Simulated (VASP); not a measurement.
Input of a VASP 6.6.1 run:

File INCAR:

```
SYSTEM = In
PREC     = Accurate       ! precision mode
ENCUT    = 520            ! plane-wave cutoff, eV
EDIFF    = 1E-6           ! SCF threshold, eV
ISMEAR   = -1             ! smearing method
SIGMA    = 0.1            ! smearing width, eV
LREAL    = .FALSE.        ! projectors in reciprocal space
LASPH    = .TRUE.         ! aspherical terms in the spheres
NELM     = 80             ! most SCF steps
ALGO     = Normal         ! electronic algorithm
ISIF     = 2              ! what is computed and relaxed
LWAVE    = .FALSE.        ! write WAVECAR
LCHARG   = .FALSE.        ! write CHGCAR
GGA      = PS             ! functional
NBANDS   = 12             ! bands
```

The input KPOINTS:

```
regular mesh
0
G
  13 13 13
  0 0 0
```

Contents of POSCAR:

```
In
1.0
   -1.8123110744      1.8123110744      1.8123110744
    1.8123110744     -1.8123110744      1.8123110744
    1.8123110744      1.8123110744     -1.8123110744
In
1
Direct
    0.0000000000      0.0000000000      0.0000000000
```

Potentials or basis: VASP PAW PBE potentials, release 64 (In_d).

Launch:

```console
$ cat potpaw_PBE.64/In_d/POTCAR > POTCAR
$ mpirun -np 1 vasp_std > vasp.out
```

Q: Estimate the pressure.

A: 4.4 GPa.

Caveat: the PAW data sets were made with another functional, which shifts forces and pressure a little.
